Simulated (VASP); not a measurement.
# Mg4C in VASP: relaxation of the atoms with LDA

Aim: the relaxation of the atoms of Mg4C with LDA.

Program: VASP 6.6.1. These are calculated values, not measurements. Logs are shortened: lines on timing, memory, paths and dates and some standing lists are left out, and cuts for length are marked.

### Step 1. The cell of the first run

The cell holds a slab with vacuum, 5 atoms: a = 3.147 Å, b = 3.147 Å, c = 23.061 Å, α = 90.00°, β = 90.00°, γ = 120.00°.

### Step 2. Relaxation of the atoms, LDA

The input, INCAR:

```
PREC     = Accurate       # precision mode
ENCUT    = 520            # plane-wave cutoff, eV
EDIFF    = 1E-6           # SCF threshold, eV
ISMEAR   = 0              # smearing method
SIGMA    = 0.1            # smearing width, eV
LREAL    = F              # projectors in reciprocal space
LASPH    = T              # aspherical terms in the spheres
NELM     = 60             # most SCF steps
ALGO     = Normal         # electronic algorithm
ISIF     = 2              # what is computed and relaxed
LWAVE    = F              # write WAVECAR
LCHARG   = F              # write CHGCAR
LDIPOL   = T            
IDIPOL   = 3            
DIPOL    = 0.5 0.5 0.386
GGA      = CA             # functional
IBRION   = 2              # ionic algorithm
NSW      = 36             # ionic steps
EDIFFG   = -0.025         # ionic threshold
```

The input, KPOINTS:

```
regular mesh
0
Gamma
  9 9 1
```

The input, POSCAR:

```
Mg4C
1.0
    3.1466128692      0.0000000000      0.0000000000
   -1.5733064346      2.7250466806      0.0000000000
    0.0000000000      0.0000000000     23.0605951812
Mg C
4 1
Selective dynamics
Direct
    0.6666666667      0.3333333333      0.1734560608  F F F
    0.3333333333      0.6666666667      0.2827092830  F F F
    0.6666666667      0.3333333333      0.3902185408  F F F
    0.3333333333      0.6666666667      0.5013138252  F F F
    0.6666666667      0.8333333333      0.5805861504  F F T
```

Potentials or basis: VASP PAW LDA potentials, release 64 (Mg, C).

Started as:

```sh
cat potpaw_LDA.64/Mg/POTCAR potpaw_LDA.64/C/POTCAR > POTCAR
mpirun -np 1 vasp_std > vasp.out
```

OUTCAR:

```text
PREC = Accurate
   ENCUT = 520
   EDIFF = 1E-6
   ISMEAR = 0
   LREAL = F
   LASPH = T
   NELM = 60
   ISIF = 2
   GGA = CA
   IBRION = 2
   NSW = 36
   EDIFFG = -0.025

 ion  position               nearest neighbor table
   1  0.667  0.333  0.173-   2 3.11   2 3.11   2 3.11
   2  0.333  0.667  0.283-   3 3.07   3 3.07   3 3.07   1 3.11   1 3.11   1 3.11
   3  0.667  0.333  0.390-   2 3.07   2 3.07   2 3.07   4 3.14   4 3.14   4 3.14
   4  0.333  0.667  0.501-   5 2.04   3 3.14   3 3.14   3 3.14
   5  0.667  0.833  0.581-   4 2.04

  LATTYP: Found a hexagonal cell.
 ALAT       =     3.1466128692
 C/A-ratio  =     7.3287042734

  Lattice vectors:

 A1 = (   3.1466128692,   0.0000000000,   0.0000000000)
 A2 = (  -1.5733064346,   2.7250466806,   0.0000000000)
 A3 = (   0.0000000000,   0.0000000000,  23.0605951812)

Analysis of symmetry for initial positions (statically):
=====================================================================
 Subroutine PRICEL returns:
 Original cell was already a primitive cell.

 Routine SETGRP: Setting up the symmetry group for a
 hexagonal supercell.

 Subroutine GETGRP returns: Found  2 space group operations
 (whereof  2 operations were pure point group operations)
 out of a pool of 24 trial point group operations.

The static configuration has the point symmetry C_1h.

Analysis of symmetry for dynamics (positions and initial velocities):
=====================================================================
 Subroutine PRICEL returns:
 Original cell was already a primitive cell.

 Routine SETGRP: Setting up the symmetry group for a
 hexagonal supercell.

 Subroutine GETGRP returns: Found  2 space group operations
 (whereof  2 operations were pure point group operations)
 out of a pool of 24 trial point group operations.

The dynamic configuration has the point symmetry C_1h.

Analysis of constrained symmetry for selective dynamics:
=====================================================================
 Subroutine PRICEL returns:
 Original cell was already a primitive cell.

 Routine SETGRP: Setting up the symmetry group for a
 hexagonal supercell.

 Subroutine GETGRP returns: Found  2 space group operations
 (whereof  2 operations were pure point group operations)
 out of a pool of 24 trial point group operations.

The constrained configuration has the point symmetry C_1h.

 Subroutine INISYM returns: Found  2 space group operations
 (whereof  2 operations are pure point group operations),
[... 125 lines left out ...]
   LORBIT       =      0    0 simple, 1 ext, 2 COOP (PROOUT), +10 PAW based schemes
   GGA     = CA    functional components
   LHFCALC =     F    Hartree Fock is set to
   AEXX    =    0.0000 exact exchange contribution
   IVDW    =     0    specifies the selected vdW correction
   LEPSILON=     F    determine dielectric tensor
   LRPA    =     F    only Hartree local field effects (RPA)
 conjugate gradient relaxation of ions
 non-spin polarized calculation
 Gauss-broadening in eV      SIGMA  =   0.10
  energy-cutoff  :      520.00
  volume of cell :      197.74
 maximum number of plane-waves:      5354
   NGX = 11   NGY = 11   NGZ = 85

--------------------------------------- Ionic step        1  -------------------------------------------

 number of electron      12.0000000 magnetization

 Free energy of the ion-electron system (eV)
  ---------------------------------------------------
  ext. energy  EPLUGINS =         0.00000000
  ---------------------------------------------------
  free energy    TOTEN  =       -10.70627933 eV

  energy without entropy =      -10.68200710  energy(sigma->0) =      -10.69414321

------------------------ aborting loop because EDIFF is reached ----------------------------------------

  FORCE on cell =-STRESS in cart. coord.  units (eV):
  Direction    XX          YY          ZZ          XY          YZ          ZX
  --------------------------------------------------------------------------------------
  -------------------------------------------------------------------------------------
  Total       -2.7646672     -3.2319741      0.6933248      0.4046996      1.0381662      1.7981568
  in kB      -22.4009104    -26.1872973      5.6177130      3.2791073      8.4118144     14.5696918
  external PRESSURE =     -14.3234982 kB  Pullay stress =       0.0000000 kB
[... 65 lines left out ...]
--------------------------------------- Ionic step        3  -------------------------------------------

 number of electron      12.0000000 magnetization

 dipolmoment           0.000000      0.000000      0.161532 electrons x Angstroem

 Free energy of the ion-electron system (eV)
  ---------------------------------------------------
  ext. energy  EPLUGINS =         0.00000000
  ---------------------------------------------------
  free energy    TOTEN  =       -10.70753454 eV

  energy without entropy =      -10.68339297  energy(sigma->0) =      -10.69546375

 E-fermi :  -1.6342     XC(G=0):  -5.2072

 val. band max:       -1.6490770721   @ k =  -0.1111   0.4444   0.0000
 cond. band min:      -1.5955112590   @ k =  -0.2222  -0.4444   0.0000
 fundamental gap:      0.0535658131
 Fermi energy:        -1.6342364907

 k-point     1 :       0.0000    0.0000    0.0000
  band No.  band energies     occupation
      1     -11.2299      2.00000
      2      -8.3958      2.00000
      3      -7.3749      2.00000
      4      -5.8639      2.00000
      5      -3.9807      2.00000
      6      -2.5415      2.00000
      7      -0.5722      0.00000
      8       0.5798      0.00000
      9       0.6752      0.00000
     10       1.3826      0.00000
[... 287 lines left out ...]
 k-point    24 :       0.4444    0.3333    0.0000
  band No.  band energies     occupation
      1      -9.3519      2.00000
      2      -3.8428      2.00000
      3      -3.3688      2.00000
      4      -2.7333      2.00000
      5      -1.8723      1.99924
      6      -1.7040      1.67594
      7      -1.5927      0.55677
      8      -0.9970      0.00000
      9      -0.4597      0.00000
     10       0.3086      0.00000

 [... further k-points ...]

------------------------ aborting loop because EDIFF is reached ----------------------------------------

 vacuum level on the upper side and lower side of the slab       (xc-potential included)         1.656        -1.813

  FORCE on cell =-STRESS in cart. coord.  units (eV):
  Direction    XX          YY          ZZ          XY          YZ          ZX
  --------------------------------------------------------------------------------------
  -------------------------------------------------------------------------------------
  Total       -2.8239604     -3.2411966      0.4358040      0.3613372      0.9690509      1.6784457
  in kB      -22.8813379    -26.2620237      3.5311324      2.9277598      7.8518031     13.5997242
  external PRESSURE =     -15.2040764 kB  Pullay stress =       0.0000000 kB
[... 20 lines left out ...]
  FREE ENERGIE OF THE ION-ELECTRON SYSTEM (eV)
  ---------------------------------------------------
  free  energy   TOTEN  =       -10.7075345358 eV

  energy  without entropy=      -10.6833929713  energy(sigma->0) =      -10.69546375

 reached required accuracy - stopping structural energy minimisation

 vacuum level on the upper side and lower side of the slab         5.706         2.162
```

CONTCAR:

```text
Mg4C
   1.00000000000000
     3.1466128692000002    0.0000000000000000    0.0000000000000000
    -1.5733064346000001    2.7250466806000002    0.0000000000000000
     0.0000000000000000    0.0000000000000000   23.0605951812000001
  Mg              C
     4     1
Selective dynamics
Direct
     0.6666666667000030    0.3333333332999970    0.1734560607999995   F   F   F
     0.3333333332999970    0.6666666667000030    0.2827092830000026   F   F   F
     0.6666666667000030    0.3333333332999970    0.3902185407999994   F   F   F
     0.3333333332999970    0.6666666667000030    0.5013138252000005   F   F   F
     0.6666666667000030    0.8333333332999970    0.5814002358513911   F   F   T

  0.00000000E+00  0.00000000E+00  0.00000000E+00
  0.00000000E+00  0.00000000E+00  0.00000000E+00
  0.00000000E+00  0.00000000E+00  0.00000000E+00
  0.00000000E+00  0.00000000E+00  0.00000000E+00
  0.00000000E+00  0.00000000E+00  0.00000000E+00
```

Run time: 99 s. Hardware: 1 thread of AMD EPYC 7R13 (Zen 3), shared host; peak memory 0.25 GiB.

Results:

| Property | Result |
| --- | --- |
| Free energy | -10.7075 eV |
| Energy gained by relaxing | 0.3 meV/atom |
| Ionic steps | 3 |
| Band gap on the k mesh | zero (bands 6 and 7 overlap by 0.02 eV) |

Step by step:
```
step  energy change (eV)  largest force on free atoms (eV/Å)  pressure (GPa)
   1              0.0000                              0.1340           -1.43
   2             -0.0007                              0.0878           -1.46
   3             -0.0013                              0.0028           -1.52
```

Final structure:
```
Mg C
1.0
     3.14661    0.00000    0.00000
    -1.57331    2.72505    0.00000
     0.00000    0.00000   23.06060
Mg C
4 1
Direct
  0.66667 0.33333 0.17346
  0.33333 0.66667 0.28271
  0.66667 0.33333 0.39022
  0.33333 0.66667 0.50131
  0.66667 0.83333 0.58140
```

Levels at points of the mesh, in eV from the Fermi level:
```
           k point  band 3  band 4  band 5  band 6  band 7  band 8  band 9  band 10
(0.00, 0.00, 0.00)   -5.74   -4.23   -2.35   -0.91    1.06    2.21    2.31     3.02
```
